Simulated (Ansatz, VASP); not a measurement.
Ta: VASP beside Ansatz

The input INCAR:

```
SYSTEM = Ta
PREC     = Accurate       ! precision mode
ENCUT    = 520            ! plane-wave cutoff, eV
EDIFF    = 1E-8           ! SCF threshold, eV
ISMEAR   = -1             ! smearing method
SIGMA    = 0.05           ! smearing width, eV
LREAL    = .False.        ! projectors in reciprocal space
LASPH    = .True.         ! aspherical terms in the spheres
NELM     = 80             ! most SCF steps
ALGO     = Normal         ! electronic algorithm
ISIF     = 2              ! what is computed and relaxed
LWAVE    = .False.        ! write WAVECAR
LCHARG   = .False.        ! write CHGCAR
GGA      = PE             ! functional
LEFG     = .True.       
NBANDS   = 12             ! bands
```

Contents of KPOINTS:

```
Automatic mesh
0
Gamma
  14 14 14
  0 0 0
```

POSCAR

```
Ta
1.0
   -1.6549278069      1.6549278069      1.6549278069
    1.6549278069     -1.6549278069      1.6549278069
    1.6549278069      1.6549278069     -1.6549278069
Ta
1
Direct
    0.0000000000      0.0000000000      0.0000000000
```

Input for Ansatz:

```yaml
crystal:
  lattice:
    - [-1.6549278069, 1.6549278069, 1.6549278069]
    - [1.6549278069, -1.6549278069, 1.6549278069]
    - [1.6549278069, 1.6549278069, -1.6549278069]
  atoms:
    - { symbol: Ta, position: [0.0, 0.0, 0.0] }
kpoints:
  mp_grid: { grid: [14, 14, 14] }
  band_path:
    path:
      - [0.0, 0.0, 0.0]
      - [0.5, -0.5, 0.5]
      - [0.0, 0.0, 0.5]
      - [0.0, 0.0, 0.0]
      - [0.25, 0.25, 0.25]
      - [0.5, -0.5, 0.5]
      - [0.25, 0.25, 0.25]
      - [0.0, 0.0, 0.5]
    npoints: 5
scf:
  occupations: { method: fermi_dirac, width: 0.05 }
hamiltonian:
  xc: pbe
  pseudopotentials: { kind: paw }
output:
  forces: true
  stress: true
  eigenvalues: true
  efg: { contact_densities: true }
```

Alike in both runs: task electric field gradients; functional PBE; k mesh 14 × 14 × 14; occupations fermi-dirac, width 0.05 eV; no spin polarisation.

|  | VASP | Ansatz |
| --- | --- | --- |
| version | VASP 6.6.1 | Ansatz 0.2.0 |
| potentials or method | VASP PAW PBE potentials, release 64 (Ta_pv) | PAW with Ansatz's default frozen-core files, scalar-relativistic |
| plane-wave cutoff (eV) | 520 | 420 |
| valence electrons in the cell | 11 | 13 |

```csv
,VASP,Ansatz,Ansatz less VASP
pressure (GPa),1.8,1.7,-0.11
```

VASP's potentials hold 11 valence electrons a cell and Ansatz's 13, so a difference there can come from the potentials and not from the codes.

Spin-orbit coupling is off throughout.
